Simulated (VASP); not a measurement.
Set up this calculation in VASP 6.6.1, as the native input.

```
Task                   : single point
Functional             : r2SCAN
Potentials or basis    : VASP PAW PBE potentials, release 64 (Be, Te)
Cutoff                 : 660 eV
k mesh                 : 8 × 8 × 8
Occupations            : gaussian, width 0.01 eV
Spin                   : no spin polarisation
Dipole correction      : no
Further INCAR settings : ALGO = Normal; EDIFF = 1e-06; NBANDS = 11
```

BeTe:

```xyz
2
Lattice="0.0000 2.8286 2.8286 2.8286 0.0000 2.8286 2.8286 2.8286 0.0000" Properties=species:S:1:pos:R:3 pbc="T T T"
Be    0.0000    0.0000    0.0000
Te    1.4143    1.4143    1.4143
```

The input as run:

POSCAR

```
BeTe
1.0
    0.0000000000      2.8286228800      2.8286228800
    2.8286228800      0.0000000000      2.8286228800
    2.8286228800      2.8286228800      0.0000000000
Be Te
1 1
Direct
    0.0000000000      0.0000000000      0.0000000000
    0.2500000000      0.2500000000      0.2500000000
```

INCAR.step1

```
SYSTEM = BeTe
  PREC = Accurate
  ENCUT = 660
  ISMEAR = 0
  SIGMA = 0.01
  LREAL = .FALSE.
  LASPH = .TRUE.
  NELM = 120
  NBANDS = 11
  GGA = PE
  ALGO = Normal
  EDIFF = 1E-5
  LWAVE = .TRUE.
  LCHARG = .FALSE.
  GGA_COMPAT = .FALSE.
```

INCAR.step2

```
SYSTEM = BeTe
  PREC = Accurate
  ENCUT = 660
  EDIFF = 1E-6
  ISMEAR = 0
  SIGMA = 0.01
  LREAL = .FALSE.
  LASPH = .TRUE.
  NELM = 120
  ALGO = Normal
  ISIF = 2
  LWAVE = .FALSE.
  LCHARG = .TRUE.
  METAGGA = R2SCAN
  LMIXTAU = .TRUE.
  LELF = .TRUE.
  LVHAR = .TRUE.
  NBANDS = 11
  ISTART = 1
  GGA_COMPAT = .FALSE.
```

KPOINTS

```
Automatic mesh
0
G
  8 8 8
  0 0 0
```

Potentials or basis: VASP PAW PBE potentials, release 64 (Be, Te).

Command:

```bash
$ cat potpaw_PBE.64/Be/POTCAR potpaw_PBE.64/Te/POTCAR > POTCAR
$ cp INCAR.step1 INCAR
$ mpirun -np 1 vasp_std > vasp.out
$ cp INCAR.step2 INCAR
$ mpirun -np 1 vasp_std > vasp.out
```

It gave:

```json
{"Pressure": "0.2 GPa", "Band gap on the k mesh": "2.37 eV, indirect (least direct gap 4.03 eV)"}
```

Caveat: the PAW data sets were made with another functional, which shifts forces and pressure a little; spin-orbit coupling is left out, which moves the levels of the heavy elements.

Run time: 60 s on 1 thread of Intel(R) Xeon(R) Platinum 8375C CPU @ 2.90GHz (Ice Lake) (shared host), peak memory 0.22 GiB.
